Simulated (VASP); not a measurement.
WC (Qusongite): single point with PBE

The system is WC (Qusongite).

```
W C
1.0
     2.89668    0.00000    0.00000
    -1.44834    2.50860    0.00000
     0.00000    0.00000    2.82638
W C
1 1
Direct
  0.00000 0.00000 0.00000
  0.66667 0.33333 0.50000
```

```yaml
Program: VASP 6.6.1
Task: single point
Functional: PBE
Potentials_or_basis: VASP PAW PBE potentials, release 64 (W_sv, C)
Cutoff: 520 eV
k_mesh: 10 × 10 × 9
Occupations: fermi-dirac, width 0.05 eV
Spin: no spin polarisation
Dipole_correction: no
Further_INCAR_settings: ALGO = Normal; EDIFF = 1e-06; NBANDS = 16
```

```json
{
 "Pressure": "11.2 GPa",
 "Band gap on the k mesh": "zero (band 9 reaches 11.88 eV, above the bottom of band 10 at 10.68 eV)"
}
```

Stress tensor (GPa, compression positive):
```
11.07  0.00  0.00
 0.00 11.07  0.00
 0.00  0.00 11.36
```

Levels at points of the mesh, in eV from the Fermi level:
| k point | band 6 | band 7 | band 8 | band 9 | band 10 | band 11 | band 12 | band 13 |
| --- | --- | --- | --- | --- | --- | --- | --- | --- |
| (0.00, 0.00, 0.00) | -4.37 | -3.37 | -3.37 | 0.09 | 3.29 | 3.29 | 5.69 | 5.69 |
| (0.50, 0.00, 0.00) | -7.08 | -3.66 | -3.61 | -0.47 | 2.39 | 4.60 | 4.96 | 6.93 |

It took 9.7 s on 1 thread of Intel(R) Xeon(R) 6975P-C (Granite Rapids), with other jobs on the host, peak memory 0.15 GiB.

Caveat: spin-orbit coupling is left out, which moves the levels of the heavy elements.
